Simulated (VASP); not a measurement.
# Ba (Im-3m) in VASP: a series of runs, part 2 of 2

VASP 6.6.1. Earlier steps stand in the parts before.

## Step 3: Single point, PBEsol (60.34 Å³/atom)

This run uses another cell than the first one, of 60.34 Å³/atom.

Input file INCAR:

```
SYSTEM = Ba
PREC     = Accurate       ! precision mode
ENCUT    = 520            ! plane-wave cutoff, eV
EDIFF    = 1E-6           ! SCF threshold, eV
ISMEAR   = -1             ! smearing method
SIGMA    = 0.1            ! smearing width, eV
LREAL    = .FALSE.        ! projectors in reciprocal space
LASPH    = .TRUE.         ! aspherical terms in the spheres
NELM     = 100            ! most SCF steps
ALGO     = Normal         ! electronic algorithm
ISIF     = 2              ! what is computed and relaxed
LWAVE    = .FALSE.        ! write WAVECAR
LCHARG   = .FALSE.        ! write CHGCAR
GGA      = PS             ! functional
NBANDS   = 11             ! bands
```

Input file KPOINTS:

```
Automatic mesh
0
G
  15 15 15
  0 0 0
```

Input file POSCAR:

```
Ba
1.0
   -2.4707968935      2.4707968935      2.4707968935
    2.4707968935     -2.4707968935      2.4707968935
    2.4707968935      2.4707968935     -2.4707968935
Ba
1
Direct
    0.0000000000      0.0000000000      0.0000000000
```

Potentials or basis: VASP PAW PBE potentials, release 64 (Ba_sv).

The run is started by

```bash
cat potpaw_PBE.64/Ba_sv/POTCAR > POTCAR
mpirun -np 1 vasp_std > vasp.out
```

It took 22 s on 1 thread of Intel Xeon Platinum 8488C (Sapphire Rapids), shared host; peak memory 0.22 GiB.

Results (log left out):

```
Free energy            : -2.1680 eV
Pressure               : -0.2 GPa
Band gap on the k mesh : zero (bands 5 and 6 overlap by 1.01 eV)
```

Levels at points of the mesh, in eV from the Fermi level:
| k point | band 2 | band 3 | band 4 | band 5 | band 6 | band 7 | band 8 | band 9 |
| --- | --- | --- | --- | --- | --- | --- | --- | --- |
| (0.00, 0.00, 0.00) | -13.70 | -13.70 | -13.70 | -2.80 | 1.85 | 1.85 | 1.85 | 3.34 |

Caveat: the PAW data sets were made with another functional, which shifts forces and pressure a little; spin-orbit coupling is left out, which moves the levels of the heavy elements.

## Step 4: Single point, PBEsol (62.66 Å³/atom)

This run uses another cell than the first one, of 62.66 Å³/atom.

Input file INCAR:

```
ALGO     = Normal         # electronic algorithm
EDIFF    = 1E-7           # SCF threshold, eV
ENCUT    = 520            # plane-wave cutoff, eV
GGA      = PS             # functional
ISIF     = 2              # what is computed and relaxed
ISMEAR   = -1             # smearing method
LASPH    = True           # aspherical terms in the spheres
LCHARG   = False          # write CHGCAR
LREAL    = False          # projectors in reciprocal space
LWAVE    = False          # write WAVECAR
NBANDS   = 11             # bands
NELM     = 100            # most SCF steps
PREC     = Accurate       # precision mode
SIGMA    = 0.1            # smearing width, eV
```

Input file KPOINTS:

```
k-points
0
Gamma
  15 15 15
```

Input file POSCAR:

```
Ba
1.0
   -2.5020761241      2.5020761241      2.5020761241
    2.5020761241     -2.5020761241      2.5020761241
    2.5020761241      2.5020761241     -2.5020761241
Ba
1
Direct
    0.0000000000      0.0000000000      0.0000000000
```

Potentials or basis: VASP PAW PBE potentials, release 64 (Ba_sv).

The run is started by

```bash
cat potpaw_PBE.64/Ba_sv/POTCAR > POTCAR
mpirun -np 1 vasp_std > vasp.out
```

OUTCAR:

```text
EDIFF = 1E-7
   ENCUT = 520
   GGA = PS
   ISIF = 2
   ISMEAR = -1
   LASPH = True
   LREAL = False
   NELM = 100
   PREC = Accurate

 ion  position               nearest neighbor table
   1  0.000  0.000  0.000-

  LATTYP: Found a body centered cubic cell.
 ALAT       =     5.0041522482

  Lattice vectors:

 A1 = (  -2.5020761241,   2.5020761241,   2.5020761241)
 A2 = (   2.5020761241,  -2.5020761241,   2.5020761241)
 A3 = (   2.5020761241,   2.5020761241,  -2.5020761241)
[... 514 lines left out ...]
     10       6.9055      0.00000
     11       7.3210      0.00000

 [... further k-points ...]

------------------------ aborting loop because EDIFF is reached ----------------------------------------

  FORCE on cell =-STRESS in cart. coord.  units (eV):
  Direction    XX          YY          ZZ          XY          YZ          ZX
  --------------------------------------------------------------------------------------
  -------------------------------------------------------------------------------------
  Total       -0.2156342     -0.2156342     -0.2156342     -0.0000000     -0.0000000      0.0000000
  in kB       -5.5139981     -5.5139981     -5.5139981     -0.0000000     -0.0000000      0.0000000
  external PRESSURE =      -5.5139981 kB  Pullay stress =       0.0000000 kB

 VOLUME and BASIS-vectors are now :
 -----------------------------------------------------------------------------
  energy-cutoff  :      520.00
  volume of cell :       62.66
      direct lattice vectors                 reciprocal lattice vectors
    -2.502076124  2.502076124  2.502076124     0.000000000  0.199834048  0.199834048
     2.502076124 -2.502076124  2.502076124     0.199834048  0.000000000  0.199834048
     2.502076124  2.502076124 -2.502076124     0.199834048  0.199834048  0.000000000

 POSITION                                       TOTAL-FORCE (eV/Angst)
 -----------------------------------------------------------------------------------
      0.00000      0.00000      0.00000         0.000000     -0.000000      0.000000
 -----------------------------------------------------------------------------------
    total drift:                               -0.000000     -0.000000     -0.000000

  FREE ENERGIE OF THE ION-ELECTRON SYSTEM (eV)
  ---------------------------------------------------
  free  energy   TOTEN  =        -2.1621960840 eV

  energy  without entropy=       -2.1186609230  energy(sigma->0) =       -2.14042850
```

Run time: 24 s. Hardware: 1 thread of Intel Xeon Platinum 8488C (Sapphire Rapids), shared host; peak memory 0.22 GiB.

Results:

* Free energy: -2.1622 eV
* Pressure: -0.6 GPa
* Band gap on the k mesh: zero (bands 5 and 6 overlap by 0.94 eV)

Levels at points of the mesh, in eV from the Fermi level:
```csv
k point,band 3,band 4,band 5,band 6,band 7,band 8
"(0.00, 0.00, 0.00)",-13.79,-13.79,-2.78,1.81,1.81,1.81
```

Caveat: the PAW data sets were made with another functional, which shifts forces and pressure a little; spin-orbit coupling is left out, which moves the levels of the heavy elements.

## Step 5: Single point, PBEsol (64.98 Å³/atom)

This run uses another cell than the first one, of 64.98 Å³/atom.

Input file INCAR:

```
SYSTEM = Ba
ALGO = Normal ; EDIFF = 1E-7
ENCUT = 520 ; GGA = PS
ISIF = 2 ; ISMEAR = -1
LASPH = .True. ; LCHARG = .False.
LREAL = .False. ; LWAVE = .False.
NBANDS = 11 ; NELM = 100
PREC = Accurate ; SIGMA = 0.1
```

Input file KPOINTS:

```
k-points
0
Gamma
  15 15 15
  0 0 0
```

Input file POSCAR:

```
Ba
1.0
   -2.5325922550      2.5325922550      2.5325922550
    2.5325922550     -2.5325922550      2.5325922550
    2.5325922550      2.5325922550     -2.5325922550
Ba
1
Direct
    0.0000000000      0.0000000000      0.0000000000
```

The run is started by

```bash
cat potpaw_PBE.64/Ba_sv/POTCAR > POTCAR
mpirun -np 1 vasp_std > vasp.out
```

It took 39 s on 1 thread of Intel Xeon Platinum 8488C (Sapphire Rapids), shared host; peak memory 0.25 GiB.

Results (log left out):

- Free energy: -2.1523 eV
- Pressure: -0.8 GPa
- Band gap on the k mesh: zero (bands 5 and 6 overlap by 0.87 eV)

Levels at points of the mesh, in eV from the Fermi level:
| k point | band 2 | band 3 | band 4 | band 5 | band 6 | band 7 | band 8 | band 9 |
| --- | --- | --- | --- | --- | --- | --- | --- | --- |
| (0.00, 0.00, 0.00) | -13.87 | -13.87 | -13.87 | -2.77 | 1.76 | 1.76 | 1.76 | 3.16 |

Caveat: the PAW data sets were made with another functional, which shifts forces and pressure a little; spin-orbit coupling is left out, which moves the levels of the heavy elements.

## Step 6: Summary

| cell | gap on the mesh (eV) | pressure (GPa) |
| --- | --- | --- |
| a = 4.224 Å, angles 109.5°, 1 atom | none | 0.1 |
| a = 4.280 Å, angles 109.5°, 1 atom | none | -0.2 |
| a = 4.334 Å, angles 109.5°, 1 atom | none | -0.6 |
| a = 4.387 Å, angles 109.5°, 1 atom | none | -0.8 |

Alike in all rows: task single point; level PBEsol; potentials or basis VASP PAW PBE potentials, release 64 (Ba_sv); no spin polarisation; k mesh 15 × 15 × 15; cutoff (eV) 520; smearing fermi-dirac 0.1 eV.

Caveats: the PAW data sets were made with another functional, which shifts forces and pressure a little; spin-orbit coupling is left out, which moves the levels of the heavy elements.

Total energies depend on the potentials used, so only differences within one code and one set of settings carry meaning.
